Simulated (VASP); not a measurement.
TaW5: single point with PBE

TaW5:

```
Ta W
1.0
     3.19846    0.00000    0.00000
     0.00000    6.39692    0.00000
     0.00000    0.00000    9.63334
Ta W
2 10
Cartesian
  1.5992 1.5992 4.8167
  1.5992 4.7977 4.8167
  0.0000 0.0000 0.0000
  0.0000 3.1985 0.0000
  1.5992 1.5992 1.5921
  1.5992 4.7977 1.5921
  0.0000 0.0000 3.1652
  0.0000 3.1985 3.1652
  0.0000 0.0000 6.4682
  0.0000 3.1985 6.4682
  1.5992 1.5992 8.0413
  1.5992 4.7977 8.0413
```

```yaml
Program: VASP 6.6.1
Task: single point
Functional: PBE
Potentials_or_basis: VASP PAW PBE potentials, release 64 (Ta_pv, W_sv)
Cutoff: 520 eV
k_mesh: 6 × 4 × 2
Occupations: gaussian, width 0.2 eV
Spin: no spin polarisation
Dipole_correction: no
Further_INCAR_settings: ALGO = Fast; EDIFF = 1e-06; NBANDS = 93
```

The pressure is 0.3 GPa. The band gap on the k mesh is zero (bands 81 and 82 overlap by 2.26 eV).

Forces on the atoms (eV/Å):
```
Ta   0.000  0.000  0.000
Ta   0.000  0.000  0.000
W    0.000  0.000  0.000
W    0.000  0.000  0.000
W    0.000  0.000  0.002
W    0.000  0.000  0.002
W    0.000  0.000 -0.002
W    0.000  0.000 -0.002
W    0.000  0.000  0.002
W    0.000  0.000  0.002
W    0.000  0.000 -0.002
W    0.000  0.000 -0.002
```

Stress tensor (GPa, compression positive):
```
 0.45  0.00  0.00
 0.00  0.60  0.00
 0.00  0.00 -0.01
```

Levels at points of the mesh, in eV from the Fermi level:
| k point | band 77 | band 78 | band 79 | band 80 | band 81 | band 82 | band 83 | band 84 | band 85 | band 86 |
| --- | --- | --- | --- | --- | --- | --- | --- | --- | --- | --- |
| (0.00, 0.00, 0.00) | -0.50 | -0.49 | -0.39 | -0.27 | -0.24 | -0.24 | 0.00 | 0.10 | 0.13 | 0.74 |
| (0.50, 0.00, 0.00) | -0.66 | -0.52 | -0.27 | -0.24 | 0.00 | 0.10 | 0.93 | 0.94 | 1.55 | 1.72 |
| (0.00, 0.50, 0.00) | -0.83 | -0.83 | -0.65 | -0.65 | -0.07 | -0.07 | 0.38 | 0.38 | 0.49 | 0.49 |
| (0.50, 0.50, 0.00) | -1.54 | -1.54 | -1.46 | -1.46 | -1.40 | -1.40 | 1.34 | 1.34 | 1.39 | 1.39 |
| (0.00, 0.00, 0.50) | -0.82 | -0.27 | -0.23 | -0.23 | 0.14 | 0.15 | 0.61 | 0.62 | 0.71 | 0.89 |
| (0.50, 0.00, 0.50) | -0.07 | -0.06 | 0.14 | 0.15 | 0.61 | 0.63 | 0.70 | 0.89 | 0.91 | 0.94 |
| (0.00, 0.50, 0.50) | -1.21 | -1.21 | 0.58 | 0.58 | 0.73 | 0.73 | 0.89 | 0.89 | 0.97 | 0.98 |
| (0.50, 0.50, 0.50) | -1.52 | -1.52 | -0.73 | -0.73 | -0.72 | -0.72 | 1.49 | 1.49 | 1.52 | 1.52 |

It took 7.7 min on 1 thread of Intel(R) Xeon(R) Platinum 8488C (Sapphire Rapids), with other jobs on the host, peak memory 0.47 GiB.

Caveat: spin-orbit coupling is left out, which moves the levels of the heavy elements.
